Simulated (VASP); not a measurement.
Al3GaN4: relaxation of the atoms with r2SCAN

Crystal: Al3GaN4.

```xyz
8
Lattice="4.2692 0.0000 0.0000 0.0000 4.2692 0.0000 0.0000 0.0000 4.2692" Properties=species:S:1:pos:R:3 pbc="T T T"
Al    2.1346    2.1346    0.0000
Al    2.1346    0.0000    2.1346
Al    0.0000    2.1346    2.1346
Ga    0.0000    0.0000    0.0000
N     3.1782    3.1782    1.0910
N     3.1782    1.0910    3.1782
N     1.0910    3.1782    3.1782
N     1.0910    1.0910    1.0910
```

This cell differs from its parent crystal: equal strain along all axes, cell held: -3.0 %.

```yaml
Program: VASP 6.6.1
Task: relaxation of the atoms
Functional: r2SCAN
Potentials_or_basis: VASP PAW PBE potentials, release 64 (Al, Ga_d, N)
Cutoff: 520 eV
k_mesh: 6 × 6 × 6
Occupations: gaussian, width 0.02 eV
Spin: no spin polarisation
Dipole_correction: no
Further_INCAR_settings: ALGO = Normal; EDIFF = 1e-06; IBRION = 2; EDIFFG = -0.008; NSW = 60
```

The energy gained by relaxing is 0.1 meV/atom, the ionic steps are 3 and the pressure after relaxing is 22.8 GPa. The band gap on the k mesh is 4.09 eV (least direct gap 4.10 eV).

Forces on the atoms (eV/Å):
```
Al   0.000  0.000  0.000
Al   0.000  0.000  0.000
Al   0.000  0.000  0.000
Ga   0.000  0.000  0.000
N   -0.001 -0.001  0.001
N   -0.001  0.001 -0.001
N    0.001 -0.001 -0.001
N    0.001  0.001  0.001
```

The path:
```
step  energy change (eV)  largest force (eV/Å)  pressure (GPa)
   1              0.0000                0.1177           22.79
   2             -0.0005                0.0654           22.77
   3             -0.0008                0.0025           22.78
```

Final structure:
```
Al Ga N
1.0
     4.26920    0.00000    0.00000
     0.00000    4.26920    0.00000
     0.00000    0.00000    4.26920
Al Ga N
3 1 4
Cartesian
  2.1346 2.1346 0.0000
  2.1346 0.0000 2.1346
  0.0000 2.1346 2.1346
  0.0000 0.0000 0.0000
  3.1762 3.1762 1.0930
  3.1762 1.0930 3.1762
  1.0930 3.1762 3.1762
  1.0930 1.0930 1.0930
```

Levels at points of the mesh, in eV from the valence-band top:
```csv
k point,band 19,band 20,band 21,band 22,band 23,band 24
"(0.00, 0.00, 0.00)",-0.01,-0.01,-0.01,4.09,4.09,4.09
"(0.50, 0.00, 0.00)",-1.36,-0.99,-0.99,6.73,6.81,7.02
"(0.50, 0.50, 0.00)",-0.59,-0.54,-0.54,8.69,8.69,8.79
"(0.50, 0.50, 0.50)",-0.35,-0.35,-0.35,7.02,8.62,8.62
```

It took 3.5 min on 1 thread of Intel(R) Xeon(R) Platinum 8259CL CPU @ 2.50GHz (Skylake/Cascade Lake) (shared host), peak memory 0.21 GiB.

Caveat: the cell differs from its parent crystal (equal strain along all axes, cell held: -3.0 %); the PAW data sets were made with another functional, which shifts forces and pressure a little. A k mesh can miss the band edges.
